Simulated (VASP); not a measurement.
**BaTe: single point with PBE**

BaTe:

```
CELL_PARAMETERS angstrom
4.99105 0.00000 0.00000
-2.49553 4.32238 0.00000
0.00000 0.00000 8.75944
ATOMIC_POSITIONS crystal
Ba 0.00000 0.00000 0.00000
Ba 0.00000 0.00000 0.50000
Te 0.33333 0.66667 0.25000
Te 0.66667 0.33333 0.75000
```

This cell differs from its parent crystal: volume changed by +6%.

* Program: VASP 6.6.1
* Task: single point
* Functional: PBE
* Potentials or basis: VASP PAW PBE potentials, release 64 (Ba_sv, Te)
* Cutoff: 520 eV
* k mesh: 6 × 6 × 4
* Occupations: gaussian, width 0.01 eV
* Spin: no spin polarisation
* Dipole correction: no
* Further INCAR settings: ALGO = Normal; EDIFF = 1e-07; NBANDS = 24

The pressure is -1.2 GPa and the band gap on the k mesh is 1.75 eV, indirect (least direct gap 1.79 eV).

Stress tensor (GPa, compression positive):
```
-1.09  0.00  0.00
 0.00 -1.09  0.00
 0.00  0.00 -1.27
```

Levels at points of the mesh, in eV from the valence-band top:
```csv
k point,band 13,band 14,band 15,band 16,band 17,band 18,band 19,band 20
"(0.00, 0.00, 0.00)",-0.88,-0.24,0.00,0.00,1.79,2.50,3.06,3.06
"(0.50, 0.00, 0.00)",-1.02,-0.99,-0.76,-0.36,1.75,2.95,4.30,4.33
"(0.00, 0.00, 0.50)",-0.51,-0.51,-0.51,-0.51,2.95,2.95,3.53,3.53
"(0.50, 0.00, 0.50)",-0.93,-0.93,-0.70,-0.70,2.49,2.49,4.01,4.01
```

Run time: 110 s on 1 thread of Intel(R) Xeon(R) Platinum 8488C (Sapphire Rapids) (shared host), peak memory 0.36 GiB.

Caveat: spin-orbit coupling is left out, which moves the levels of the heavy elements. A k mesh can miss the band edges.
